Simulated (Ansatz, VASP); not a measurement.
SiC in VASP and in Ansatz

```
Si C
1.0
     3.09412    0.00000    0.00000
    -1.54706    2.67959    0.00000
     0.00000    0.00000   10.12934
Si C
4 4
Cartesian
  1.5471 0.8932 9.4997
  0.0000 1.7864 4.4351
  0.0000 0.0000 6.9680
  0.0000 0.0000 1.9033
  1.5471 0.8932 7.5951
  0.0000 1.7864 2.5304
  0.0000 0.0000 5.0692
  0.0000 0.0000 0.0045
```

Alike in both runs: functional PBE; k mesh 12 × 12 × 4; occupations gaussian, width 0.02 eV; no spin polarisation.

Ansatz relaxed the structure, and its values are those at the end. VASP's run is a single point on that final structure, the one shown.

|  | VASP | Ansatz |
| --- | --- | --- |
| version | VASP 6.6.1 | Ansatz 0.2.0 |
| potentials or method | VASP PAW PBE potentials, release 64 (Si, C), cutoff 520 eV | scalar-relativistic, plane waves, PAW |
| valence electrons in the cell | 32 | 32 |

|  | VASP | Ansatz | Ansatz less VASP |
| --- | --- | --- | --- |
| gap on the k mesh at the Fermi level (eV) | 2.22 | 2.22 | +0.001 |
| least direct gap on the mesh (eV) | 3.34 | 3.34 | +0.002 |
| pressure (GPa) | 0.0 | 0.0 | +0.05 |

The functional is the same, so the differences come from potentials, cutoffs and numerics.
